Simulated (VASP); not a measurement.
A run of VASP 6.6.1:

Contents of INCAR:

```
SYSTEM = Ti
  ALGO = Fast
  EDIFF = 1E-7
  ENCUT = 520
  GGA = PS
  ISIF = 2
  ISMEAR = 0
  LASPH = .True.
  LCHARG = .False.
  LREAL = .False.
  LWAVE = .False.
  NBANDS = 32
  NELM = 100
  PREC = Accurate
  SIGMA = 0.15
```

KPOINTS

```
k-points
0
Gamma
  17 17 5
  0 0 0
```

The input POSCAR:

```
Ti
1.0
   -1.6410000000      1.6410000000     -1.6410000000
   -1.6410000000     -1.6410000000      1.6410000000
    0.0000000000      6.9175533906      6.9175533906
Ti
4
Direct
    0.0000000000      0.0000000000      0.8302790995
    0.5000000000      0.5000000000      0.1186112999
    0.0000000000      0.0000000000      0.3558338998
    0.5000000000      0.5000000000      0.5930564997
```

Potentials or basis: VASP PAW PBE potentials, release 64 (Ti_sv).

Run with:

```console
$ cat potpaw_PBE.64/Ti_sv/POTCAR > POTCAR
$ mpirun -np 1 vasp_std > vasp.out
```

Hardware: 1 thread of Intel(R) Xeon(R) 6975P-C (Granite Rapids), on a shared host.

Question: Estimate the wall time of this run.

Answer: It took 20 min on 1 thread of Intel(R) Xeon(R) 6975P-C (Granite Rapids), on a shared host, peak memory 0.51 GiB. Counts: scf iterations 58, k points 243.
